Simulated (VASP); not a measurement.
# ZrPbAu3 (Amm2) in VASP: relaxation of the atoms with PBE

Aim: the relaxation of the atoms of ZrPbAu3 with PBE.

All numbers are computed with VASP 6.6.1; they aren't measurements. Logs are shortened: lines on timing, memory, paths and dates and some standing lists are left out, and cuts for length are marked.

## Step 1: The cell of the first run

It takes space group Amm2 (No. 38, orthorhombic). Conventional cell: a = 4.762 Å, b = 6.785 Å, c = 6.793 Å, α = 90.00°, β = 90.00°, γ = 90.00°. Within 4.4 Å of Pb (site symmetry mm2) lie 12 Au at 3.26 to 3.53 Å and 8 Zr at 3.98 to 4.32 Å. Within 3.1 Å of Au (site symmetry m) lie 2 Zr at 2.37 to 2.43 Å. Within 3.1 Å of Au (site symmetry mm2) lie 2 Zr at 2.38 Å. Within 3.1 Å of Zr (site symmetry mm2) lie 6 Au at 2.37 to 2.43 Å.

## Step 2: Relaxation of the atoms, PBE

File INCAR:

```
SYSTEM = ZrPbAu3
PREC = Accurate
ENCUT = 520
EDIFF = 1E-6
ISMEAR = -1
SIGMA = 0.1
LREAL = .False.
LASPH = .True.
NELM = 80
ALGO = Normal
ISIF = 2
LWAVE = .False.
LCHARG = .False.
GGA = PE
IBRION = 2
NSW = 100
EDIFFG = -0.03
KPAR = 2
```

File KPOINTS:

```
regular mesh
0
Gamma
  6 6 6
  0 0 0
```

File POSCAR:

```
ZrPbAu3
1.0
    3.3922570000      3.3962890000      0.0000000000
    3.3922570000     -3.3962890000      0.0000000000
    0.0000000000      0.0000000000     -4.7618310000
Pb Au Zr
1 3 1
Direct
    0.0000000000      0.0000000000      0.0000000000
    0.4820000000      0.0380000000      0.5000000000
    0.9620000000      0.5180000000      0.5000000000
    0.4800000000      0.5200000000      0.0000000000
    0.4690000000      0.5310000000      0.5000000000
```

Potentials or basis: VASP PAW PBE potentials, release 64 (Pb_d, Au, Zr_sv).

Run with:

```console
> cat potpaw_PBE.64/Pb_d/POTCAR potpaw_PBE.64/Au/POTCAR potpaw_PBE.64/Zr_sv/POTCAR > POTCAR
> mpirun -np 2 vasp_std > vasp.out
```

OUTCAR:

```text
SYSTEM = ZrPbAu3
   PREC = Accurate
   ENCUT = 520
   EDIFF = 1E-6
   ISMEAR = -1
   LREAL = .False.
   LASPH = .True.
   NELM = 80
   ISIF = 2
   GGA = PE
   IBRION = 2
   NSW = 100
   EDIFFG = -0.03

 ion  position               nearest neighbor table
   1  0.000  0.000  0.000-   4 3.26   3 3.32   2 3.32   2 3.32   3 3.32   4 3.39   4 3.39   3 3.45
                             2 3.45   3 3.45   2 3.45   4 3.53   5 3.98   5 3.98
   2  0.482  0.038  0.500-   5 2.37   5 2.43   3 3.26   4 3.32   4 3.32   1 3.32   1 3.32   3 3.40
                             3 3.40   4 3.44   4 3.44   1 3.45   1 3.45   3 3.53
   3  0.962  0.518  0.500-   5 2.37   5 2.43   2 3.26   4 3.32   4 3.32   1 3.32   1 3.32   2 3.40
                             2 3.40   4 3.44   4 3.44   1 3.45   1 3.45   2 3.53
   4  0.480  0.520  0.000-   5 2.38   5 2.38   1 3.26   2 3.32   2 3.32   3 3.32   3 3.32   1 3.39
                             1 3.39   2 3.44   2 3.44   3 3.44   3 3.44   1 3.53
   5  0.469  0.531  0.500-   2 2.37   3 2.37   4 2.38   4 2.38   2 2.43   3 2.43   1 3.98   1 3.98

  LATTYP: Found a base centered orthorhombic cell.
 ALAT       =     6.7845140000
 B/A-ratio  =     1.0011885892
 C/A-ratio  =     0.7018676651

  Lattice vectors:

 A1 = (   3.3922570000,   3.3962890000,   0.0000000000)
 A2 = (   3.3922570000,  -3.3962890000,   0.0000000000)
 A3 = (   0.0000000000,   0.0000000000,  -4.7618310000)

Analysis of symmetry for initial positions (statically):
=====================================================================
 Subroutine PRICEL returns:
 Original cell was already a primitive cell.

 Routine SETGRP: Setting up the symmetry group for a
 base centered orthorhombic supercell.

 Subroutine GETGRP returns: Found  4 space group operations
 (whereof  4 operations were pure point group operations)
 out of a pool of  8 trial point group operations.

The static configuration has the point symmetry C_2v.

Analysis of symmetry for dynamics (positions and initial velocities):
=====================================================================
 Subroutine PRICEL returns:
 Original cell was already a primitive cell.

 Routine SETGRP: Setting up the symmetry group for a
 base centered orthorhombic supercell.

 Subroutine GETGRP returns: Found  4 space group operations
 (whereof  4 operations were pure point group operations)
 out of a pool of  8 trial point group operations.

The dynamic configuration has the point symmetry C_2v.

 Subroutine INISYM returns: Found  4 space group operations
 (whereof  4 operations are pure point group operations),
 and found     1 'primitive' translations

----------------------------------------------------------------------------------------

                                     Primitive cell

  volume of cell :     109.7229

  direct lattice vectors                    reciprocal lattice vectors
     3.392257000  3.396289000  0.000000000     0.147394493  0.147219509  0.000000000
     3.392257000 -3.396289000  0.000000000     0.147394493 -0.147219509  0.000000000
     0.000000000  0.000000000 -4.761831000     0.000000000  0.000000000 -0.210003253

  length of vectors
     4.800227758  4.800227758  4.761831000     0.208323595  0.208323595  0.210003253

  position of ions in fractional coordinates (direct lattice)
     0.000000000  0.000000000  0.000000000
     0.482000000  0.038000000  0.500000000
     0.962000000  0.518000000  0.500000000
     0.480000000  0.520000000  0.000000000
     0.469000000  0.531000000  0.500000000

  ion indices of the primitive-cell ions
   primitive index   ion index
                 1           1
                 2           2
                 3           3
                 4           4
                 5           5

----------------------------------------------------------------------------------------

 KPOINTS: regular mesh

Automatic generation of k-mesh.
 Grid dimensions read from file:
 generate k-points for:    6    6    6

 Generating k-lattice:

  Cartesian coordinates                     Fractional coordinates (reciprocal lattice)
     0.024565749  0.024536585  0.000000000     0.166666667  0.000000000  0.000000000
     0.024565749 -0.024536585  0.000000000     0.000000000  0.166666667  0.000000000
     0.000000000  0.000000000 -0.035000542     0.000000000  0.000000000  0.166666667

  Length of vectors
     0.034720599  0.034720599  0.035000542

  Shift w.r.t. Gamma in fractional coordinates (k-lattice)
     0.000000000  0.000000000  0.000000000

 Subroutine IBZKPT returns following result:
 ===========================================

 Found     52 irreducible k-points:

 Following reciprocal coordinates:
            Coordinates               Weight
  0.000000  0.000000  0.000000      1.000000
  0.166667  0.000000  0.000000      4.000000
  0.333333 -0.000000  0.000000      4.000000
  0.500000  0.000000  0.000000      2.000000
  0.166667  0.166667  0.000000      2.000000
  0.333333  0.166667  0.000000      4.000000
[... 16 lines left out ...]
  0.333333  0.333333  0.166667      4.000000
  0.500000  0.333333  0.166667      8.000000
 [... further k-points ...]
   k-points           NKPTS =     52   k-points in BZ     NKDIM =     52   number of bands    NBANDS=     35
   number of dos      NEDOS =    301   number of ions     NIONS =      5
   total plane-waves  NPLWV =  46656
   dimension x,y,z NGX =    36 NGY =   36 NGZ =   36
   dimension x,y,z NGXF=    72 NGYF=   72 NGZF=   72
   ions per type =               1   3   1
   NGX,Y,Z   is equivalent  to a cutoff of  12.47, 12.47, 12.57 a.u.
   NGXF,Y,Z  is equivalent  to a cutoff of  24.94, 24.94, 25.14 a.u.
 SYSTEM =  ZrPbAu3
   PREC   = accura    normal or accurate (medium, high low for compatibility)
   ISTART =      0    job   : 0-new  1-cont  2-samecut
   ICHARG =      2    charge: 1-file 2-atom 10-const
   ISPIN  =      1    spin polarized calculation?
   LNONCOLLINEAR =      F non collinear calculations
   LSORBIT =      F    spin-orbit coupling
   LASPH  =      T    aspherical Exc in radial PAW
   ENCUT  =  520.0 eV  38.22 Ry    6.18 a.u.   8.93  8.93  8.85*2*pi/ulx,y,z
   NELM   =     80;   NELMIN=  2; NELMDL= -5     # of ELM steps
   EDIFF  = 0.1E-05   stopping-criterion for ELM
   LREAL  =      F    real-space projection
   EDIFFG = -.3E-01   stopping-criterion for IOM
   NSW    =    100    number of steps for IOM
   IBRION =      2    ionic relax: 0-MD 1-quasi-New 2-CG
   NFREE  =      1    steps in history (QN), initial steepest desc. (CG)
   ISIF   =      2    stress and relaxation
   ISYM   =      2    0-nonsym 1-usesym 2-fastsym
   POTIM  = 0.5000    time-step for ionic-motion
   TEBEG  =    0.0;   TEEND  =   0.0 temperature during run
   PSTRESS=    0.0 pullay stress
   NELECT =      59.0000    total number of electrons
   NUPDOWN=      -1.0000    fix difference up-down
   EMIN   =  10.00;   EMAX   =-10.00  energy-range for DOS
   EFERMI =   0.00;   METHOD = LEGACY
   ISMEAR =    -1;   SIGMA  =   0.10  broadening in eV -4-tet -1-fermi 0-gaus
   EFERMI_NEDOS =   21; number of points for ismear=-14 and -15
   IALGO  =     38    algorithm
   IMIX   =      4    mixing-type and parameters
     AMIX     =   0.40;   BMIX     =  1.00
     AMIX_MAG =   1.60;   BMIX_MAG =  1.00
  volume/ion in A,a.u.               =      21.94       148.09
  Fermi-wavevector in a.u.,A,eV,Ry     =   1.331250  2.515698 24.112617  1.772227
  Thomas-Fermi vector in A             =   2.460276
   LORBIT       =      0    0 simple, 1 ext, 2 COOP (PROOUT), +10 PAW based schemes
   GGA     = PE    functional components
   LHFCALC =     F    Hartree Fock is set to
   AEXX    =    0.0000 exact exchange contribution
   IVDW    =     0    specifies the selected vdW correction
   LEPSILON=     F    determine dielectric tensor
   LRPA    =     F    only Hartree local field effects (RPA)
 conjugate gradient relaxation of ions
 non-spin polarized calculation
  energy-cutoff  :      520.00
  volume of cell :      109.72
 maximum number of plane-waves:      2992
   NGX = 17   NGY = 17   NGZ = 17

--------------------------------------- Ionic step        1  -------------------------------------------

 number of electron      59.0000008 magnetization

 Free energy of the ion-electron system (eV)
  ---------------------------------------------------
  ext. energy  EPLUGINS =         0.00000000
  ---------------------------------------------------
  free energy    TOTEN  =       -17.34014869 eV

  energy without entropy =      -17.21739122  energy(sigma->0) =      -17.27876996

------------------------ aborting loop because EDIFF is reached ----------------------------------------

  FORCE on cell =-STRESS in cart. coord.  units (eV):
  Direction    XX          YY          ZZ          XY          YZ          ZX
  --------------------------------------------------------------------------------------
  -------------------------------------------------------------------------------------
  Total       18.7514424     19.0225516     20.1530317      0.0000000      0.0000000      0.0000000
  in kB      273.8091161    277.7678608    294.2751643      0.0000000      0.0000000      0.0000000
  external PRESSURE =     281.9507137 kB  Pullay stress =       0.0000000 kB
[... 98 lines left out ...]
  FREE ENERGIE OF THE ION-ELECTRON SYSTEM (eV)
  ---------------------------------------------------
  free  energy   TOTEN  =       -17.4243251950 eV

  energy  without entropy=      -17.2994718105  energy(sigma->0) =      -17.36189850

[... ionic steps 4 to 23 ...]

--------------------------------------- Ionic step       24  -------------------------------------------

 number of electron      59.0000005 magnetization

------------------------ aborting loop because EDIFF is reached ----------------------------------------
[... 73 lines left out ...]
--------------------------------------- Ionic step       26  -------------------------------------------

 number of electron      59.0000005 magnetization

 Free energy of the ion-electron system (eV)
  ---------------------------------------------------
  ext. energy  EPLUGINS =         0.00000000
  ---------------------------------------------------
  free energy    TOTEN  =       -20.22195206 eV

  energy without entropy =      -20.12363457  energy(sigma->0) =      -20.17279331

 E-fermi :   8.3172     XC(G=0): -11.2344

 val. band max:        8.3102509247   @ k =   0.3333  -0.0000   0.0000
 cond. band min:       8.3185037140   @ k =   0.5000   0.1667   0.5000
 fundamental gap:      0.0082527893
 Fermi energy:         8.3171827850

 k-point     1 :       0.0000    0.0000    0.0000
  band No.  band energies     occupation
      1     -40.9014      2.00000
      2     -19.2060      2.00000
      3     -19.1145      2.00000
      4     -18.9392      2.00000
      5      -8.6880      2.00000
      6      -8.6703      2.00000
[... 901 lines left out ...]
     34      11.1489      0.00000
     35      11.5738      0.00000

 [... further k-points ...]

------------------------ aborting loop because EDIFF is reached ----------------------------------------

  FORCE on cell =-STRESS in cart. coord.  units (eV):
  Direction    XX          YY          ZZ          XY          YZ          ZX
  --------------------------------------------------------------------------------------
  -------------------------------------------------------------------------------------
  Total       20.7444915     11.6421822      4.6246500      0.0000000      0.0000000      0.0000000
  in kB      302.9116784    169.9994886     67.5292764      0.0000000      0.0000000      0.0000000
  external PRESSURE =     180.1468144 kB  Pullay stress =       0.0000000 kB
[... 20 lines left out ...]
  FREE ENERGIE OF THE ION-ELECTRON SYSTEM (eV)
  ---------------------------------------------------
  free  energy   TOTEN  =       -20.2219520580 eV

  energy  without entropy=      -20.1236345696  energy(sigma->0) =      -20.17279331

 reached required accuracy - stopping structural energy minimisation
```

Run time: 10 min. Hardware: 2 MPI ranks of Intel Xeon Platinum 8559C (Emerald Rapids), shared host; peak memory 0.35 GiB.

Results:

| Property | Result |
| --- | --- |
| Free energy | -20.2220 eV |
| Pressure after relaxing | 18.0 GPa |
| Largest force after relaxing | 0.010 eV/Å |
| Band gap on the k mesh | zero (an odd number of electrons rules out a gap without spin polarisation) |

Forces on the atoms (eV/Å):
```
Pb   0.000 -0.010  0.000
Au  -0.002  0.006  0.000
Au   0.002  0.006  0.000
Au   0.000 -0.004  0.000
Zr   0.000  0.003  0.000
```

Final structure:
```
Pb Au Zr
1.0
     3.39226    3.39629    0.00000
     3.39226   -3.39629    0.00000
     0.00000    0.00000   -4.76183
Pb Au Zr
1 3 1
Cartesian
  3.3923 -3.1996 0.0000
  2.1170 1.4121 -2.3809
  4.6675 1.4121 -2.3809
  3.3923 0.5106 0.0000
  3.3923 -0.8621 -2.3809
```

Levels at points of the mesh, in eV from the Fermi level:
| k point | band 26 | band 27 | band 28 | band 29 | band 30 | band 31 | band 32 | band 33 | band 34 | band 35 |
| --- | --- | --- | --- | --- | --- | --- | --- | --- | --- | --- |
| (0.00, 0.00, 0.00) | -3.34 | -3.07 | -1.64 | -1.05 | -0.15 | 0.68 | 0.96 | 1.44 | 2.15 | 3.47 |
| (0.50, 0.00, 0.00) | -3.63 | -1.88 | -1.02 | -0.72 | 0.52 | 0.93 | 1.57 | 1.74 | 2.91 | 3.03 |
| (0.50, 0.50, 0.00) | -3.71 | -3.24 | -3.19 | -0.60 | 0.18 | 1.20 | 1.45 | 2.45 | 2.51 | 2.98 |
| (0.00, 0.00, 0.50) | -3.61 | -1.97 | -1.34 | 0.24 | 0.43 | 0.91 | 1.09 | 2.17 | 2.27 | 2.50 |
| (0.50, 0.00, 0.50) | -3.82 | -3.28 | -2.48 | 0.60 | 0.76 | 1.03 | 1.05 | 2.09 | 2.63 | 3.30 |
| (0.50, 0.50, 0.50) | -3.33 | -3.24 | -2.25 | -2.19 | -1.36 | -0.77 | -0.47 | 1.82 | 2.44 | 3.29 |

Caveat: spin-orbit coupling is left out, which moves the levels of the heavy elements.
